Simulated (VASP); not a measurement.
# BN (F-43m) in VASP: a series of runs

The runs below take BN through single point, with LDA, PBEsol.

Program: VASP 6.6.1. These are calculated values, not measurements. Logs are shortened: lines on timing, memory, paths and dates and some standing lists are left out, and cuts for length are marked.

## Step 1: The cell of the first run

Symmetry: F-43m, No. 216, cubic system. The conventional cell has a = 3.626 Å, b = 3.626 Å, c = 3.626 Å, α = 90.00°, β = 90.00°, γ = 90.00°. Within 2.1 Å of N (site symmetry -43m) lie 4 B at 1.57 Å. B (site symmetry -43m) has 4 N at 1.57 Å within 2.1 Å.

## Step 2: Single point, LDA

INCAR reads:

```
SYSTEM = BN
PREC = Accurate
ENCUT = 520
EDIFF = 1E-6
ISMEAR = 0
SIGMA = 0.05
LREAL = .FALSE.
LASPH = .TRUE.
NELM = 100
ALGO = Normal
ISIF = 2
LWAVE = .FALSE.
LCHARG = .FALSE.
GGA = CA
NBANDS = 11
```

KPOINTS reads:

```
regular mesh
0
G
  21 21 21
  0 0 0
```

POSCAR reads:

```
BN
1.0
    0.0000000000      1.8130010000      1.8130010000
    1.8130010000      0.0000000000      1.8130010000
    1.8130010000      1.8130010000      0.0000000000
N B
1 1
Direct
    0.2500000000      0.2500000000      0.2500000000
    0.0000000000      0.0000000000      0.0000000000
```

Potentials or basis: VASP PAW LDA potentials, release 64 (N, B).

Started as:

```
$ cat potpaw_LDA.64/N/POTCAR potpaw_LDA.64/B/POTCAR > POTCAR
$ mpirun -np 1 vasp_std > vasp.out
```

OUTCAR:

```text
SYSTEM = BN
   PREC = Accurate
   ENCUT = 520
   EDIFF = 1E-6
   ISMEAR = 0
   LREAL = .FALSE.
   LASPH = .TRUE.
   NELM = 100
   ISIF = 2
   GGA = CA

 ion  position               nearest neighbor table
   1  0.250  0.250  0.250-   2 1.57   2 1.57   2 1.57   2 1.57
   2  0.000  0.000  0.000-   1 1.57   1 1.57   1 1.57   1 1.57

  LATTYP: Found a face centered cubic cell.
 ALAT       =     3.6260020000

  Lattice vectors:

 A1 = (   0.0000000000,   1.8130010000,   1.8130010000)
 A2 = (   1.8130010000,   0.0000000000,   1.8130010000)
 A3 = (   1.8130010000,   1.8130010000,   0.0000000000)

Analysis of symmetry for initial positions (statically):
=====================================================================
 Subroutine PRICEL returns:
 Original cell was already a primitive cell.

 Routine SETGRP: Setting up the symmetry group for a
 face centered cubic supercell.

 Subroutine GETGRP returns: Found 24 space group operations
 (whereof 24 operations were pure point group operations)
 out of a pool of 48 trial point group operations.

The static configuration has the point symmetry T_d .

Analysis of symmetry for dynamics (positions and initial velocities):
=====================================================================
 Subroutine PRICEL returns:
 Original cell was already a primitive cell.

 Routine SETGRP: Setting up the symmetry group for a
 face centered cubic supercell.

 Subroutine GETGRP returns: Found 24 space group operations
 (whereof 24 operations were pure point group operations)
 out of a pool of 48 trial point group operations.

The dynamic configuration has the point symmetry T_d .

 Subroutine INISYM returns: Found 24 space group operations
 (whereof 24 operations are pure point group operations),
 and found     1 'primitive' translations

----------------------------------------------------------------------------------------

                                     Primitive cell

  volume of cell :      11.9186

  direct lattice vectors                    reciprocal lattice vectors
     0.000000000  1.813001000  1.813001000    -0.275785838  0.275785838  0.275785838
     1.813001000  0.000000000  1.813001000     0.275785838 -0.275785838  0.275785838
     1.813001000  1.813001000  0.000000000     0.275785838  0.275785838 -0.275785838

  length of vectors
     2.563970603  2.563970603  2.563970603     0.477675083  0.477675083  0.477675083

  position of ions in fractional coordinates (direct lattice)
     0.250000000  0.250000000  0.250000000
     0.000000000  0.000000000  0.000000000

  ion indices of the primitive-cell ions
   primitive index   ion index
                 1           1
                 2           2

----------------------------------------------------------------------------------------

 KPOINTS: regular mesh

Automatic generation of k-mesh.
 Grid dimensions read from file:
 generate k-points for:   21   21   21

 Generating k-lattice:

  Cartesian coordinates                     Fractional coordinates (reciprocal lattice)
    -0.013132659  0.013132659  0.013132659     0.047619048  0.000000000  0.000000000
     0.013132659 -0.013132659  0.013132659     0.000000000  0.047619048  0.000000000
     0.013132659  0.013132659 -0.013132659     0.000000000  0.000000000  0.047619048

  Length of vectors
     0.022746433  0.022746433  0.022746433

  Shift w.r.t. Gamma in fractional coordinates (k-lattice)
     0.000000000  0.000000000  0.000000000

 Subroutine IBZKPT returns following result:
 ===========================================

 Found    286 irreducible k-points:

 Following reciprocal coordinates:
            Coordinates               Weight
  0.000000  0.000000  0.000000      1.000000
  0.047619  0.000000  0.000000      8.000000
  0.095238  0.000000  0.000000      8.000000
  0.142857  0.000000  0.000000      8.000000
  0.190476  0.000000  0.000000      8.000000
  0.238095  0.000000  0.000000      8.000000
[... 16 lines left out ...]
 -0.428571  0.047619  0.000000     24.000000
 -0.380952  0.047619  0.000000     24.000000
 [... further k-points ...]
   k-points           NKPTS =    286   k-points in BZ     NKDIM =    286   number of bands    NBANDS=     11
   number of dos      NEDOS =    301   number of ions     NIONS =      2
   total plane-waves  NPLWV =   8000
   dimension x,y,z NGX =    20 NGY =   20 NGZ =   20
   dimension x,y,z NGXF=    40 NGYF=   40 NGZF=   40
   ions per type =               1   1
   NGX,Y,Z   is equivalent  to a cutoff of  12.97, 12.97, 12.97 a.u.
   NGXF,Y,Z  is equivalent  to a cutoff of  25.94, 25.94, 25.94 a.u.
 SYSTEM =  BN
   PREC   = accura    normal or accurate (medium, high low for compatibility)
   ISTART =      0    job   : 0-new  1-cont  2-samecut
   ICHARG =      2    charge: 1-file 2-atom 10-const
   ISPIN  =      1    spin polarized calculation?
   LNONCOLLINEAR =      F non collinear calculations
   LSORBIT =      F    spin-orbit coupling
   LASPH  =      T    aspherical Exc in radial PAW
   ENCUT  =  520.0 eV  38.22 Ry    6.18 a.u.   4.77  4.77  4.77*2*pi/ulx,y,z
   NELM   =    100;   NELMIN=  2; NELMDL= -5     # of ELM steps
   EDIFF  = 0.1E-05   stopping-criterion for ELM
   LREAL  =      F    real-space projection
   EDIFFG = 0.1E-04   stopping-criterion for IOM
   NSW    =      0    number of steps for IOM
   IBRION =     -1    ionic relax: 0-MD 1-quasi-New 2-CG
   NFREE  =      0    steps in history (QN), initial steepest desc. (CG)
   ISIF   =      2    stress and relaxation
   ISYM   =      2    0-nonsym 1-usesym 2-fastsym
   POTIM  = 0.5000    time-step for ionic-motion
   TEBEG  =    0.0;   TEEND  =   0.0 temperature during run
   PSTRESS=    0.0 pullay stress
   NELECT =       8.0000    total number of electrons
   NUPDOWN=      -1.0000    fix difference up-down
   EMIN   =  10.00;   EMAX   =-10.00  energy-range for DOS
   EFERMI =   0.00;   METHOD = LEGACY
   ISMEAR =     0;   SIGMA  =   0.05  broadening in eV -4-tet -1-fermi 0-gaus
   EFERMI_NEDOS =   21; number of points for ismear=-14 and -15
   IALGO  =     38    algorithm
   IMIX   =      4    mixing-type and parameters
     AMIX     =   0.40;   BMIX     =  1.00
     AMIX_MAG =   1.60;   BMIX_MAG =  1.00
  volume/ion in A,a.u.               =       5.96        40.22
  Fermi-wavevector in a.u.,A,eV,Ry     =   1.433387  2.708709 27.954506  2.054598
  Thomas-Fermi vector in A             =   2.552911
   LORBIT       =      0    0 simple, 1 ext, 2 COOP (PROOUT), +10 PAW based schemes
   GGA     = CA    functional components
   LHFCALC =     F    Hartree Fock is set to
   AEXX    =    0.0000 exact exchange contribution
   IVDW    =     0    specifies the selected vdW correction
   LEPSILON=     F    determine dielectric tensor
   LRPA    =     F    only Hartree local field effects (RPA)
 non-spin polarized calculation
 Gauss-broadening in eV      SIGMA  =   0.05
  energy-cutoff  :      520.00
  volume of cell :       11.92
 maximum number of plane-waves:       332
   NGX =  9   NGY =  9   NGZ =  9

 number of electron       8.0000000 magnetization

 Free energy of the ion-electron system (eV)
  ---------------------------------------------------
  ext. energy  EPLUGINS =         0.00000000
  ---------------------------------------------------
  free energy    TOTEN  =       -19.39679308 eV

  energy without entropy =      -19.39679308  energy(sigma->0) =      -19.39679308

 E-fermi :   7.4818     XC(G=0): -13.0611

 val. band max:        7.2750572070   @ k =   0.0000   0.0000   0.0000
 cond. band min:      11.6364311974   @ k =   0.4762   0.4762   0.0000
 fundamental gap:      4.3613739904
 Fermi energy:         7.4817678097

 k-point     1 :       0.0000    0.0000    0.0000
  band No.  band energies     occupation
      1     -12.6914      2.00000
      2       7.2751      2.00000
      3       7.2751      2.00000
      4       7.2751      2.00000
      5      15.9157      0.00000
      6      15.9157      0.00000
      7      15.9157      0.00000
      8      17.5679      0.00000
      9      31.5935      0.00000
     10      34.9510      0.00000
     11      34.9510      0.00000

 k-point     2 :       0.0476    0.0000    0.0000
  band No.  band energies     occupation
      1     -12.6363      2.00000
      2       6.9637      2.00000
      3       7.2138      2.00000
      4       7.2138      2.00000
      5      16.0008      0.00000
      6      16.0083      0.00000
      7      16.0083      0.00000
      8      17.7486      0.00000
      9      31.5168      0.00000
     10      33.5870      0.00000
     11      33.5870      0.00000

 k-point     3 :       0.0952    0.0000    0.0000
  band No.  band energies     occupation
      1     -12.4716      2.00000
      2       6.1272      2.00000
      3       7.0434      2.00000
      4       7.0434      2.00000
      5      16.1839      0.00000
      6      16.2636      0.00000
      7      16.2636      0.00000
      8      18.2606      0.00000
      9      31.2936      0.00000
     10      32.3441      0.00000
     11      32.3441      0.00000

 k-point     4 :       0.1429    0.0000    0.0000
  band No.  band energies     occupation
      1     -12.1992      2.00000
      2       4.9571      2.00000
      3       6.7965      2.00000
      4       6.7965      2.00000
      5      16.3813      0.00000
      6      16.6230      0.00000
      7      16.6230      0.00000
      8      18.9830      0.00000
      9      30.9637      0.00000
     10      31.4101      0.00000
     11      31.4101      0.00000
[... 239 lines left out ...]
 k-point    22 :      -0.4762    0.0476    0.0000
  band No.  band energies     occupation
      1      -8.4202      2.00000
      2      -3.2980      2.00000
      3       5.1336      2.00000
      4       5.2832      2.00000
      5      17.4523      0.00000
      6      17.7373      0.00000
      7      17.9298      0.00000
      8      22.2780      0.00000
      9      29.9765      0.00000
     10      33.5583      0.00000
     11      33.6412      0.00000

 k-point    23 :      -0.4286    0.0476    0.0000
  band No.  band energies     occupation
      1      -8.6982      2.00000
      2      -2.8956      2.00000
      3       5.1083      2.00000
      4       5.3937      2.00000
      5      17.4667      0.00000
      6      17.7722      0.00000
      7      17.8616      0.00000
      8      22.1946      0.00000
      9      29.9524      0.00000
     10      32.7853      0.00000
     11      33.6364      0.00000

 k-point    24 :      -0.3810    0.0476    0.0000
  band No.  band energies     occupation
      1      -9.2507      2.00000
      2      -2.0351      2.00000
      3       5.1497      2.00000
      4       5.5631      2.00000
      5      17.4066      0.00000
      6      17.7878      0.00000
      7      17.8399      0.00000
      8      21.9798      0.00000
      9      29.8725      0.00000
     10      31.7344      0.00000
     11      33.4530      0.00000

 [... further k-points ...]

------------------------ aborting loop because EDIFF is reached ----------------------------------------

  FORCE on cell =-STRESS in cart. coord.  units (eV):
  Direction    XX          YY          ZZ          XY          YZ          ZX
  --------------------------------------------------------------------------------------
  -------------------------------------------------------------------------------------
  Total       -0.9922374     -0.9922374     -0.9922374      0.0000000      0.0000000     -0.0000000
  in kB     -133.3834840   -133.3834840   -133.3834840      0.0000000      0.0000000     -0.0000000
  external PRESSURE =    -133.3834840 kB  Pullay stress =       0.0000000 kB

 VOLUME and BASIS-vectors are now :
 -----------------------------------------------------------------------------
  energy-cutoff  :      520.00
  volume of cell :       11.92
      direct lattice vectors                 reciprocal lattice vectors
     0.000000000  1.813001000  1.813001000    -0.275785838  0.275785838  0.275785838
     1.813001000  0.000000000  1.813001000     0.275785838 -0.275785838  0.275785838
     1.813001000  1.813001000  0.000000000     0.275785838  0.275785838 -0.275785838

 POSITION                                       TOTAL-FORCE (eV/Angst)
 -----------------------------------------------------------------------------------
      0.90650      0.90650      0.90650         0.000000     -0.000000     -0.000000
      0.00000      0.00000      0.00000        -0.000000      0.000000      0.000000
 -----------------------------------------------------------------------------------
    total drift:                               -0.000000     -0.000000     -0.000000

  FREE ENERGIE OF THE ION-ELECTRON SYSTEM (eV)
  ---------------------------------------------------
  free  energy   TOTEN  =       -19.3967930813 eV

  energy  without entropy=      -19.3967930813  energy(sigma->0) =      -19.39679308
```

It took 30 s on 1 thread of Intel Xeon Platinum 8375C at 2.90GHz (Ice Lake), shared host; peak memory 0.14 GiB.

Results:

| Property | Result |
| --- | --- |
| Free energy | -19.3968 eV |
| Pressure | -13.3 GPa |
| Band gap on the k mesh | 4.36 eV, indirect (least direct gap 8.64 eV) |

## Step 3: Single point, PBEsol

This run uses another cell than the first one, of 5.47 Å³/atom, 0.918 times its volume.

INCAR reads:

```
ALGO = Normal ; EDIFF = 1E-6
ENCUT = 520 ; GGA = PS
ISIF = 2 ; ISMEAR = -1
LASPH = True ; LCHARG = False
LREAL = False ; LWAVE = False
NBANDS = 11 ; NELM = 80
PREC = Accurate ; SIGMA = 0.05
```

KPOINTS reads:

```
k-points
0
Gamma
  13 13 13
```

POSCAR reads:

```
BN
1.0
    0.0000000000      1.7621018858      1.7621018858
    1.7621018858      0.0000000000      1.7621018858
    1.7621018858      1.7621018858      0.0000000000
N B
1 1
Direct
    0.2500000000      0.2500000000      0.2500000000
    0.0000000000      0.0000000000      0.0000000000
```

Potentials or basis: VASP PAW PBE potentials, release 64 (N, B).

Started as:

```
$ cat potpaw_PBE.64/N/POTCAR potpaw_PBE.64/B/POTCAR > POTCAR
$ mpirun -np 1 vasp_std > vasp.out
```

It took 12 s on 1 thread of Intel Xeon Platinum 8375C at 2.90GHz (Ice Lake), shared host; peak memory 0.12 GiB.

It converged, with:

```
Free energy            : -18.2730 eV
Pressure               : 30.9 GPa
Band gap on the k mesh : 4.44 eV, indirect (least direct gap 9.12 eV)
```

Levels at points of the mesh, in eV from the valence-band top:
```tsv
k point	band 2	band 3	band 4	band 5	band 6	band 7
(0.00, 0.00, 0.00)	0.00	0.00	0.00	9.12	9.12	9.12
```

Caveat: the PAW data sets were made with another functional, which shifts forces and pressure a little.

## Step 4: Single point, PBEsol

This run uses another cell than the first one, of 5.86 Å³/atom, 0.983 times its volume.

INCAR reads:

```
PREC = Accurate ; ENCUT = 520
EDIFF = 1E-6 ; ISMEAR = -1
SIGMA = 0.05 ; LREAL = F
LASPH = T ; NELM = 60
ALGO = Normal ; ISIF = 2
LWAVE = F ; LCHARG = T
GGA = PS ; LELF = T
LVHAR = T ; NBANDS = 11
```

KPOINTS reads:

```
regular mesh
0
Gamma
  13 13 13
```

POSCAR reads:

```
BN
1.0
    0.0000000000      1.8028757897      1.8028757897
    1.8028757897      0.0000000000      1.8028757897
    1.8028757897      1.8028757897      0.0000000000
N B
1 1
Direct
    0.2500000000      0.2500000000      0.2500000000
    0.0000000000      0.0000000000      0.0000000000
```

Started as:

```
$ cat potpaw_PBE.64/N/POTCAR potpaw_PBE.64/B/POTCAR > POTCAR
$ mpirun -np 1 vasp_std > vasp.out
```

Wall time 13 s (1 thread of Intel Xeon Platinum 8375C at 2.90GHz (Ice Lake), shared host); peak memory 0.12 GiB.

The run converged. Its results:

* Free energy: -18.3469 eV
* Pressure: 0.6 GPa
* Band gap on the k mesh: 4.36 eV, indirect (least direct gap 8.80 eV)

Levels at points of the mesh, in eV from the valence-band top:
```csv
k point,band 1,band 2,band 3,band 4,band 5,band 6,band 7,band 8
"(0.00, 0.00, 0.00)",-20.34,0.00,0.00,0.00,8.80,8.80,8.80,10.39
```

Caveat: the PAW data sets were made with another functional, which shifts forces and pressure a little. A k mesh can miss the band edges.

## Step 5: Single point, PBEsol

This run uses another cell than the first one, of 5.79 Å³/atom, 0.971 times its volume.

INCAR reads:

```
SYSTEM = BN
  ALGO = Normal
  EDIFF = 1E-7
  ENCUT = 520
  GGA = PS
  ISIF = 2
  ISMEAR = -1
  LASPH = .True.
  LCHARG = .True.
  LELF = .True.
  LREAL = .False.
  LVHAR = .True.
  LWAVE = .False.
  NBANDS = 11
  NELM = 60
  PREC = Accurate
  SIGMA = 0.05
```

KPOINTS reads:

```
k-points
0
Gamma
  13 13 13
  0 0 0
```

POSCAR reads:

```
BN
1.0
    0.0000000000      1.7952875125      1.7952875125
    1.7952875125      0.0000000000      1.7952875125
    1.7952875125      1.7952875125      0.0000000000
N B
1 1
Direct
    0.2500000000      0.2500000000      0.2500000000
    0.0000000000      0.0000000000      0.0000000000
```

Started as:

```
$ cat potpaw_PBE.64/N/POTCAR potpaw_PBE.64/B/POTCAR > POTCAR
$ mpirun -np 1 vasp_std > vasp.out
```

Wall time 13 s (1 thread of Intel Xeon Platinum 8375C at 2.90GHz (Ice Lake), shared host); peak memory 0.12 GiB.

Results (log left out):

| Property | Result |
| --- | --- |
| Free energy | -18.3438 eV |
| Pressure | 5.6 GPa |
| Band gap on the k mesh | 4.38 eV, indirect (least direct gap 8.86 eV) |

Levels at points of the mesh, in eV from the valence-band top:
| k point | band 1 | band 2 | band 3 | band 4 | band 5 | band 6 | band 7 | band 8 | band 9 |
| --- | --- | --- | --- | --- | --- | --- | --- | --- | --- |
| (0.00, 0.00, 0.00) | -20.49 | 0.00 | 0.00 | 0.00 | 8.86 | 8.86 | 8.86 | 10.60 | 24.89 |

Caveat: the PAW data sets were made with another functional, which shifts forces and pressure a little. A k mesh can miss the band edges.

## Step 6: Overview

```csv
level,potentials or basis,cell,k mesh,smearing,gap on the mesh (eV),pressure (GPa)
LDA,"VASP PAW LDA potentials, release 64 (N, B)","a = 2.564 Å, angles 60.0°, 2 atoms",21 × 21 × 21,gaussian 0.05 eV,4.36,-13.3
PBEsol,"VASP PAW PBE potentials, release 64 (N, B)","a = 2.492 Å, angles 60.0°, 2 atoms",13 × 13 × 13,fermi-dirac 0.05 eV,4.44,30.9
PBEsol,"VASP PAW PBE potentials, release 64 (N, B)","a = 2.550 Å, angles 60.0°, 2 atoms",13 × 13 × 13,fermi-dirac 0.05 eV,4.36,0.6
PBEsol,"VASP PAW PBE potentials, release 64 (N, B)","a = 2.539 Å, angles 60.0°, 2 atoms",13 × 13 × 13,fermi-dirac 0.05 eV,4.38,5.6
```

Alike in all rows: task single point; no spin polarisation; cutoff (eV) 520.

Caveats: the PAW data sets were made with another functional, which shifts forces and pressure a little (some runs).

Total energies depend on the potentials used, so only differences within one code and one set of settings carry meaning.
